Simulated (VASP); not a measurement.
Na, 1 atom in the cell. Symmetry: I4/mmm, No. 139, tetragonal system. The conventional cell has a = 4.447 Å, b = 4.447 Å, c = 4.023 Å, α = 90.00°, β = 90.00°, γ = 90.00°. Na (site symmetry 4/mmm) has 14 Na at 3.73 to 4.45 Å within 4.9 Å.  This cell differs from its parent crystal: strain +0.050 along x and y, -0.050 along z.

```yaml
Program: VASP 6.6.1
Task: single point
Functional: PBE
Potentials_or_basis: VASP PAW PBE potentials, release 64 (Na_pv)
Cutoff: 520 eV
k_mesh: 16 × 16 × 16
Occupations: gaussian, width 0.15 eV
Spin: no spin polarisation
Dipole_correction: no
Further_INCAR_settings: ALGO = Fast; EDIFF = 1e-06; NBANDS = 10
```

Potentials or basis: VASP PAW PBE potentials, release 64 (Na_pv).

Command:

```console
$ cat potpaw_PBE.64/Na_pv/POTCAR > POTCAR
$ mpirun -np 1 vasp_std > vasp.out
```

Hardware: 1 thread of Intel(R) Xeon(R) Platinum 8259CL CPU @ 2.50GHz (Skylake/Cascade Lake), on a shared host.

Problem. Estimate the wall time of this run.

Solution. Wall time 79 s on 1 thread of Intel(R) Xeon(R) Platinum 8259CL CPU @ 2.50GHz (Skylake/Cascade Lake) (shared host), peak memory 0.23 GiB. Counts: scf iterations 10, k points 349.
